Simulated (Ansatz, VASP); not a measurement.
One calculation of Sb, two programs

```
CELL_PARAMETERS angstrom
3.45654 0.00000 0.00000
-1.72827 2.99345 0.00000
0.00000 0.00000 5.30394
ATOMIC_POSITIONS crystal
Sb 0.33333 0.66667 0.25000
Sb 0.66667 0.33333 0.75000
```

Alike in both runs: task electric field gradients; functional PBE; k mesh 13 × 13 × 7; occupations fermi-dirac, width 0.05 eV; no spin polarisation.

|  | VASP | Ansatz |
| --- | --- | --- |
| version | VASP 6.6.1 | Ansatz 0.2.0 |
| potentials or method | VASP PAW PBE potentials, release 64 (Sb) | PAW with Ansatz's default frozen-core files, scalar-relativistic |
| plane-wave cutoff (eV) | 520 | 420 |
| valence electrons in the cell | 10 | 30 |

```csv
,VASP,Ansatz,Ansatz less VASP
pressure (GPa),-0.2,0.0,+0.14
size of Vzz on the site where it differs most (V/Å²),16.8,18.5,+1.78
```

With one functional, cell and mesh, what is left measures potentials, basis and numerics. VASP's potentials hold 10 valence electrons a cell and Ansatz's 30, so a difference there can come from the potentials and not from the codes.

Spin-orbit coupling is off throughout.
